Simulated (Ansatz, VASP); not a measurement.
## Two plane-wave programs on CuF

INCAR

```
SYSTEM = CuF
PREC = Accurate
ENCUT = 520
EDIFF = 1E-6
ISMEAR = 0
SIGMA = 0.1
LREAL = .False.
LASPH = .True.
NELM = 150
ALGO = Normal
ISIF = 2
LWAVE = .False.
LCHARG = .False.
ISPIN = 2
MAGMOM = 1 0
LORBIT = 11
LMAXMIX = 4
GGA = PE
NBANDS = 20
```

KPOINTS

```
regular mesh
0
Gamma
  8 8 6
  0 0 0
```

Contents of POSCAR:

```
CuF
1.0
    2.4710065500      0.0000000000      0.0000000000
    0.0000000000      2.4710065500      0.0000000000
    0.0000000000      0.0000000000      3.4165013900
Cu F
1 1
Direct
    0.0000000000      0.0000000000      0.0000000000
    0.5000000000      0.5000000000      0.5000000000
```

Input for Ansatz:

```yaml
crystal:
  lattice:
    - [2.47100655, 0.0, 0.0]
    - [0.0, 2.47100655, 0.0]
    - [0.0, 0.0, 3.41650139]
  atoms:
    - { symbol: Cu, position: [0.0, 0.0, 0.0], spin: 1.0 }
    - { symbol: F, position: [0.5, 0.5, 0.5] }
basis:
  ecutwfc: 420
kpoints:
  mp_grid: { grid: [8, 8, 6] }
hamiltonian:
  xc: pbe
scf:
  occupations: { method: gaussian, width: 0.1 }
  lower_state_search: "off"
output:
  forces: true
  stress: true
  eigenvalues: true
  populations: true
magnetization:
  spin_polarized: true
```

Alike in both runs: task single point; functional PBE; k mesh 8 × 8 × 6; occupations gaussian, width 0.1 eV; collinear spin.

|  | VASP | Ansatz |
| --- | --- | --- |
| version | VASP 6.6.1 | Ansatz 0.2.0 |
| potentials or method | VASP PAW PBE potentials, release 64 (Cu, F), cutoff 520 eV | scalar-relativistic, plane waves, PAW |
| valence electrons in the cell | 18 | 26 |

|  | VASP | Ansatz | Ansatz less VASP |
| --- | --- | --- | --- |
| gap on the k mesh at the Fermi level (eV) | none | none | - |
| pressure (GPa) | 4.4 | 4.4 | -0.01 |
| traceless stress, the component that is largest in VASP (GPa) | -15.48 | -15.27 | +0.207 |
| net moment per atom (μB) | 0.00 | 0.00 | 0.000 |

A gap of «none» marks a metal or a gap that the smearing closes. With one functional, cell and mesh, what is left measures potentials, basis and numerics. VASP's potentials hold 18 valence electrons a cell and Ansatz's 26, so a difference there can come from the potentials and not from the codes. Ansatz's warnings: filled band counts differ across k points, seeded moment not kept.
